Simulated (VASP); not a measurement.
A run of VASP 6.6.1:

Contents of INCAR:

```
SYSTEM = B16P15
PREC = Accurate
ENCUT = 420
EDIFF = 1E-6
ISMEAR = -1
SIGMA = 0.01
LREAL = Auto
LASPH = .True.
NELM = 120
ALGO = Normal
ISIF = 2
LWAVE = .False.
LCHARG = .True.
GGA = PE
LELF = .True.
LVHAR = .True.
NBANDS = 82
NELECT = 124.0
GGA_COMPAT = .False.
```

KPOINTS

```
regular mesh
0
Gamma
  1 1 1
  0 0 0
```

Contents of POSCAR:

```
B16P15
1.0
   -4.5480984036      4.5480984036     -4.5480984036
    4.5480984036      4.5480984036      4.5480984036
    4.5480984036     -4.5480984036     -4.5480984036
B P
16 15
Direct
    0.0031748582      0.0030569561      0.0021477572
   -0.0022480515      0.2502889379      0.7497344332
    0.0020452429      0.5001250924      0.4986256760
   -0.0010462182      0.7477954600      0.2477937972
    0.2502032117     -0.0019480651      0.7497387129
    0.2267139119      0.2266785631      0.4813670921
    0.2498298865      0.5008612020      0.2514622557
    0.2530707083      0.7512485155      0.0008436193
    0.5000524714      0.0018165688      0.4986662002
    0.5009396789      0.2497958268      0.2516189852
    0.4950202241      0.4951004823      0.0181061713
    0.5059380690      0.7742055659      0.7497842268
    0.7480670192     -0.0009009000      0.2480221573
    0.7511405516      0.2528674688      0.0008000465
    0.7742061586      0.5058518904      0.7496746759
    0.7507781934      0.7506683731      0.4974350668
    0.0004397539      0.0005072641      0.7497545727
   -0.0001821107      0.2490953870      0.4997726850
    0.0004947549      0.5003954511      0.2496676535
    0.0012111929      0.7510624027     -0.0010728501
    0.2489323426     -0.0003465249      0.4995872699
    0.2544481307      0.2544011961      0.2573777167
    0.2497837828      0.4991077241     -0.0002803949
    0.2542525632      0.7467088503      0.7497339121
    0.5005445164      0.0004746481      0.2497932906
    0.4991005219      0.2498687901     -0.0001677744
    0.5019200774      0.7518490758      0.5004432568
    0.7512661970      0.0011655435     -0.0009062939
    0.7464574147      0.2541512322      0.7497180387
    0.7520811302      0.5018463105      0.5004948210
    0.7467703240      0.7467352814      0.2421591416
```

Potentials or basis: VASP PAW PBE potentials, release 64 (B, P).

Launch:

```console
$ cat potpaw_PBE.64/B/POTCAR potpaw_PBE.64/P/POTCAR > POTCAR
$ mpirun -np 1 vasp_gam > vasp.out
```

Hardware: 1 thread of Intel Xeon 8259CL, with other jobs on the host.

Task: How long does it take, and how much memory?

Result: It took 110 s on 1 thread of Intel Xeon 8259CL, on a shared host, peak memory 0.36 GiB. Counts: scf iterations 18, k points 1.
